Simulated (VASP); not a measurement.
Write the native input for VASP 6.6.1 that does the following.

| Property | Result |
| --- | --- |
| Task | relaxation of cell and atoms |
| Functional | PBEsol |
| Potentials or basis | VASP PAW PBE potentials, release 64 (In_d, Sb) |
| Cutoff | 600 eV |
| k mesh | 12 × 12 × 12 |
| Occupations | fermi-dirac, width 0.1 eV |
| Spin | no spin polarisation |
| Dipole correction | no |
| Further INCAR settings | ALGO = Normal; EDIFF = 1e-06; IBRION = 2; EDIFFG = -0.002; NSW = 100; ISIF = 3 |

The structure of InSb lies in POSCAR:

```
InSb
1.0
    0.0000000000      3.2391000000      3.2391000000
    3.2391000000      0.0000000000      3.2391000000
    3.2391000000      3.2391000000      0.0000000000
In Sb
1 1
Direct
    0.0000000000      0.0000000000      0.0000000000
    0.7500000000      0.7500000000      0.7500000000
```

One way to write it, as run:

INCAR

```
PREC     = Accurate       # precision mode
ENCUT    = 600            # plane-wave cutoff, eV
EDIFF    = 1E-6           # SCF threshold, eV
ISMEAR   = -1             # smearing method
SIGMA    = 0.1            # smearing width, eV
LREAL    = False          # projectors in reciprocal space
LASPH    = True           # aspherical terms in the spheres
NELM     = 60             # most SCF steps
ALGO     = Normal         # electronic algorithm
ISIF     = 3              # what is computed and relaxed
LWAVE    = False          # write WAVECAR
LCHARG   = False          # write CHGCAR
GGA      = PS             # functional
IBRION   = 2              # ionic algorithm
NSW      = 100            # ionic steps
EDIFFG   = -0.002         # ionic threshold
```

KPOINTS

```
Automatic mesh
0
Gamma
  12 12 12
```

Potentials or basis: VASP PAW PBE potentials, release 64 (In_d, Sb).

The run is started by

```bash
$ cat potpaw_PBE.64/In_d/POTCAR potpaw_PBE.64/Sb/POTCAR > POTCAR
$ mpirun -np 1 vasp_std > vasp.out
```

It gave:

The relaxed volume is 34.66 Å³/atom and the relaxed cell is a = 4.611 Å, b = 4.611 Å, c = 4.611 Å, α = 60.00°, β = 60.00°, γ = 60.00°. The space group after relaxing (to 0.1 Å) is F-43m (No. 216) and the energy gained by relaxing is 1.8 meV/atom. The ionic steps are 3, the pressure after relaxing is 0.0 GPa and the band gap on the k mesh is zero (filled and empty bands touch).

Caveat: semilocal functionals underestimate gaps, so a narrow gap can read as zero; the PAW data sets were made with another functional, which shifts forces and pressure a little; spin-orbit coupling is left out, which moves the levels of the heavy elements.

Wall time 2 min on 1 thread of AMD EPYC 7R13 Processor (Zen 3) (shared host), peak memory 0.26 GiB.
